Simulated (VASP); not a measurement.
Input of a VASP 6.6.1 run:

Contents of INCAR:

```
SYSTEM = SnSe2
PREC = Accurate
ENCUT = 520
EDIFF = 1E-6
ISMEAR = 0
SIGMA = 0.01
LREAL = .FALSE.
LASPH = .TRUE.
NELM = 60
ALGO = Normal
ISIF = 2
LWAVE = .FALSE.
LCHARG = .TRUE.
GGA = PE
LELF = .TRUE.
LVHAR = .TRUE.
NBANDS = 20
```

KPOINTS

```
Automatic mesh
0
G
  4 4 4
  0 0 0
```

File POSCAR:

```
SnSe2
1.0
    1.9122916093      1.1040620754      6.3350940540
   -1.9122916093      1.1040620754      6.3350940540
    0.0000000000     -2.2081241508      6.3350940540
Sn Se
1 2
Direct
    0.0000000000      0.0000000000      0.0000000000
    0.2505568941      0.2505568941      0.2505568941
    0.7494431059      0.7494431059      0.7494431059
```

Potentials or basis: VASP PAW PBE potentials, release 64 (Sn_d, Se).

Run with:

```sh
$ cat potpaw_PBE.64/Sn_d/POTCAR potpaw_PBE.64/Se/POTCAR > POTCAR
$ mpirun -np 1 vasp_std > vasp.out
```

Q: Predict the largest force.

A: 0.212 eV/Å.

Q: Predict the band gap on the k mesh.

A: 0.41 eV, indirect (least direct gap 0.54 eV).

Q: Predict the pressure.

A: 3.3 GPa.

Forces on the atoms (eV/Å):
```
Sn   0.000  0.000  0.000
Se   0.000  0.000 -0.212
Se   0.000  0.000  0.212
```

Caveat: the k points lie up to 0.48 Å⁻¹ apart; spin-orbit coupling is left out, which moves the levels of the heavy elements. A k mesh can miss the band edges.
